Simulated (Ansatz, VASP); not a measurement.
# CsPbCl3: VASP beside Ansatz

File INCAR:

```
AGGAC = 1.0 ; AGGAX = 1.0
ALDAC = 0.0 ; ALDAX = 1.0
ALGO = Normal ; EDIFF = 1E-6
ENCUT = 520 ; GGA = B5
ISIF = 2 ; ISMEAR = -1
LASPH = True ; LCHARG = False
LREAL = False ; LWAVE = False
NBANDS = 30 ; NELM = 80
PREC = Accurate ; SIGMA = 0.05
```

Contents of KPOINTS:

```
k-points
0
Gamma
  5 5 5
```

Contents of POSCAR:

```
CsPbCl3
1.0
    5.6050000000      0.0000000000      0.0000000000
    0.0000000000      5.6050000000      0.0000000000
    0.0000000000      0.0000000000      5.6050000000
Pb Cs Cl
1 1 3
Direct
    0.5000000000      0.5000000000      0.5000000000
    0.0000000000      0.0000000000      0.0000000000
    0.5000000000      0.0000000000      0.5000000000
    0.0000000000      0.5000000000      0.5000000000
    0.5000000000      0.5000000000      0.0000000000
```

File input.yaml:

```yaml
crystal:
  lattice:
    - [5.605, 0.0, 0.0]
    - [0.0, 5.605, 0.0]
    - [0.0, 0.0, 5.605]
  atoms:
    - { symbol: Pb, position: [0.5, 0.5, 0.5] }
    - { symbol: Cs, position: [0.0, 0.0, 0.0] }
    - { symbol: Cl, position: [0.5, 0.0, 0.5] }
    - { symbol: Cl, position: [0.0, 0.5, 0.5] }
    - { symbol: Cl, position: [0.5, 0.5, 0.0] }
hamiltonian:
  xc: blyp
  pseudopotentials: { kind: paw }
kpoints:
  mp_grid: { grid: [5, 5, 5] }
  band_path:
    path:
      - [[0.0, 0.0, 0.0], [0.0, 0.5, 0.0], [0.5, 0.5, 0.0], [0.0, 0.0, 0.0], [0.5, 0.5, 0.5], [0.0, 0.5, 0.0]]
      - [[0.5, 0.5, 0.0], [0.5, 0.5, 0.5]]
    npoints: 14
scf:
  occupations: { method: fermi_dirac, width: 0.05 }
  n_extra_bands: 12
output:
  forces: true
  stress: true
  eigenvalues: true
  fatbands: false
```

Alike in both runs: functional BLYP; k mesh 5 × 5 × 5; occupations fermi-dirac, width 0.05 eV; no spin polarisation.

|  | VASP | Ansatz |
| --- | --- | --- |
| version | VASP 6.6.1 | Ansatz 0.2.0 |
| potentials or method | VASP PAW PBE potentials, release 64 (Pb_d, Cs_sv, Cl) | Ansatz PAW |
| plane-wave cutoff (eV) | 520 | 420 |
| valence electrons in the cell | 44 | 44 |
| task | single point | band structure |

VASP gave:

```
gap on the k mesh at the Fermi level (eV) : 3.01
pressure (GPa)                            : 3.2
```

Problem. Which values does Ansatz return?

Solution. gap on the k mesh at the Fermi level (eV): 3.02; pressure (GPa): 3.2.

VASP's potentials were made for PBE, not for BLYP.

Neither program's run includes spin-orbit coupling.
